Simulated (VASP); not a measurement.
Crystal: K2TlInF6.

```xyz
10
Lattice="0.0000 4.7309 4.7309 4.7309 0.0000 4.7309 4.7309 4.7309 0.0000" Properties=species:S:1:pos:R:3 pbc="T T T"
K     7.0963    7.0963    7.0963
K     2.3654    2.3654    2.3654
Tl    0.0000    0.0000    0.0000
In    4.7309    4.7309    4.7309
F     2.6249    4.7309    4.7309
F     4.7309    4.7309    2.6249
F     6.8368    4.7309    4.7309
F     4.7309    2.6249    4.7309
F     4.7309    6.8368    4.7309
F     4.7309    4.7309    6.8368
```

- Program: VASP 6.6.1
- Task: relaxation of volume and atoms at fixed shape
- Functional: PBEsol
- Potentials or basis: VASP PAW PBE potentials, release 64 (K_sv, Tl_d, In_d, F)
- Cutoff: 600 eV
- k mesh: 3 × 3 × 3
- Occupations: gaussian, width 0.01 eV
- Spin: no spin polarisation

At the start: pressure -2.2 GPa; volume 21.18 Å³/atom.

How do energy, volume and symmetry change on relaxing?

Over 7 steps the energy falls by 8.5 meV/atom and the volume is 19.93 Å³/atom (-5.9 %); space group Fm-3m (No. 225, to 0.05 Å).

Step by step:
```
step  energy change (eV)  largest force (eV/Å)  pressure (GPa)  volume (Å³)
   1              0.0000                0.1434           -2.21       211.76
   2             -0.0646                0.2653           -0.14       202.95
   3             -0.0647                0.2544           -0.19       203.17
   4             -0.0794                0.1326           -0.09       201.14
   5             -0.0845                0.0011            0.04       199.00
   6             -0.0845                0.0069            0.04       199.10
   7             -0.0846                0.0032           -0.02       199.30
```

Final structure:
```
K Tl In F
1.0
     0.00000    4.63613    4.63613
     4.63613    0.00000    4.63613
     4.63613    4.63613    0.00000
K Tl In F
2 1 1 6
Direct
  0.75000 0.75000 0.75000
  0.25000 0.25000 0.25000
  0.00000 0.00000 0.00000
  0.50000 0.50000 0.50000
  0.72430 0.27570 0.27570
  0.27570 0.27570 0.72430
  0.27570 0.72430 0.72430
  0.27570 0.72430 0.27570
  0.72430 0.27570 0.72430
  0.72430 0.72430 0.27570
```

Caveat: the PAW data sets were made with another functional, which shifts forces and pressure a little.
